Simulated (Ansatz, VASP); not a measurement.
# GaN in VASP and in Ansatz

```xyz
8
Lattice="-3.5850 3.5850 2.8113 3.5850 -3.5850 2.8113 3.5850 3.5850 -2.8113" Properties=species:S:1:pos:R:3 pbc="T T T"
Ga    1.7925    2.6641   -0.7028
Ga    1.7925    0.9208    2.1085
Ga   -0.9208    1.7925    3.5141
Ga    4.5058    1.7925    0.7028
N     0.9311    1.7925    3.5141
N     2.6538    1.7925    0.7028
N     1.7925   -0.9311    2.1085
N     1.7925    4.5161   -0.7028
```

Alike in both runs: task single point; functional PBE; k mesh 6 × 6 × 6; occupations gaussian, width 0.02 eV; no spin polarisation.

```csv
,VASP,Ansatz
version,VASP 6.6.1,Ansatz 0.2.0
potentials or method,"VASP PAW PBE potentials, release 64 (Ga_d, N), cutoff 520 eV","scalar-relativistic, plane waves, PAW"
valence electrons in the cell,72,72
```

```csv
,VASP,Ansatz,Ansatz less VASP
gap on the k mesh at the Fermi level (eV),1.32,1.32,-0.004
least direct gap on the mesh (eV),1.41,1.41,-0.003
pressure (GPa),-0.2,0.0,+0.16
rms of the force components (eV/Å),0.005,0.001,-0.0041
```

Atom by atom the forces differ by 0.004 eV/Å (rms over components). With one functional, cell and mesh, what is left measures potentials, basis and numerics.
